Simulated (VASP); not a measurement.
Input of a VASP 6.6.1 run:

File INCAR:

```
SYSTEM = Y
  PREC = Accurate
  ENCUT = 520
  EDIFF = 1E-6
  ISMEAR = 0
  SIGMA = 0.1
  LREAL = .FALSE.
  LASPH = .TRUE.
  NELM = 60
  ALGO = Fast
  ISIF = 2
  LWAVE = .FALSE.
  LCHARG = .TRUE.
  GGA = PS
  LELF = .TRUE.
  LVHAR = .TRUE.
  NBANDS = 12
```

File KPOINTS:

```
regular mesh
0
G
  14 14 14
  0 0 0
```

POSCAR

```
Y
1.0
    0.0000000000      2.4505827500      2.4505827500
    2.4505827500      0.0000000000      2.4505827500
    2.4505827500      2.4505827500      0.0000000000
Y
1
Direct
    0.0000000000      0.0000000000      0.0000000000
```

Potentials or basis: VASP PAW PBE potentials, release 64 (Y_sv).

Command:

```sh
$ cat potpaw_PBE.64/Y_sv/POTCAR > POTCAR
$ mpirun -np 1 vasp_std > vasp.out
```

(1) Estimate the band gap on the k mesh.

(2) Estimate the pressure.

Answers

(1) zero (an odd number of electrons rules out a gap without spin polarisation).

(2) 1.9 GPa.

Caveat: the cell differs from its parent crystal (strained); the PAW data sets were made with another functional, which shifts forces and pressure a little.
